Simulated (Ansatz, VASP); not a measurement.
# Two plane-wave programs on Pt

Contents of INCAR:

```
SYSTEM = Pt
ALGO = Fast ; EDIFF = 1E-7
EDIFFG = -0.01 ; ENCUT = 600
GGA = PE ; IBRION = 2
ISIF = 3 ; ISMEAR = -1
IVDW = 13 ; LASPH = .TRUE.
LCHARG = .FALSE. ; LREAL = .FALSE.
LWAVE = .FALSE. ; NELM = 100
NSW = 60 ; PREC = Accurate
SIGMA = 0.05
```

The input KPOINTS:

```
k-points
0
G
  12 12 12
  0 0 0
```

POSCAR

```
Pt
1.0
   -1.5821724000      1.5849819900      1.5846552900
    1.6029151900     -1.5797795700      1.6001956600
    1.5674823500      1.5650895200     -1.5794528700
Pt
1
Direct
    0.0000000000      0.0000000000      0.0000000000
```

Contents of input.yaml:

```yaml
crystal:
  lattice:
    - [-1.5821724, 1.58498199, 1.58465529]
    - [1.60291519, -1.57977957, 1.60019566]
    - [1.56748235, 1.56508952, -1.57945287]
  atoms:
    - { symbol: Pt, position: [0.0, 0.0, 0.0] }
hamiltonian:
  xc: pbe
  pseudopotentials: { kind: paw }
  dispersion: d4
kpoints:
  mp_grid: { grid: [12, 12, 12] }
scf:
  occupations: { method: fermi_dirac, width: 0.05 }
output:
  forces: true
  stress: true
  eigenvalues: true
relax:
  f_tol: 0.01
  max_steps: 40
  cell: { stress_tol: 0.05 }
```

Alike in both runs: task relaxation of cell and atoms; functional PBE; dispersion D4; k mesh 12 × 12 × 12; occupations fermi-dirac, width 0.05 eV; no spin polarisation.

|  | VASP | Ansatz |
| --- | --- | --- |
| version | VASP 6.6.1 | Ansatz 0.2.0 |
| potentials or method | VASP PAW PBE potentials, release 64 (Pt) | Ansatz PAW |
| plane-wave cutoff (eV) | 600 | 420 |
| valence electrons in the cell | 10 | 18 |

Ansatz gave:

```
gap on the k mesh at the Fermi level, each at its own relaxed structure (eV)  : none
relaxed volume (Å³/atom)                                                      : 15.38
relaxed length of the cell vector where the two differ most in proportion (Å) : 2.739
```

Question: Estimate VASP's values.

Answer: gap on the k mesh at the Fermi level, each at its own relaxed structure (eV): none; relaxed volume (Å³/atom): 15.35; relaxed length of the cell vector where the two differ most in proportion (Å): 2.736.

A gap of «none» marks a metal or a gap that the smearing closes. VASP's potentials hold 10 valence electrons a cell and Ansatz's 18, so a difference there can come from the potentials and not from the codes.

Neither program's run includes spin-orbit coupling. Noted on Ansatz's run: the plane-wave basis is chosen anew once the cell has moved, so the energies of steps on either side of that aren't comparable.
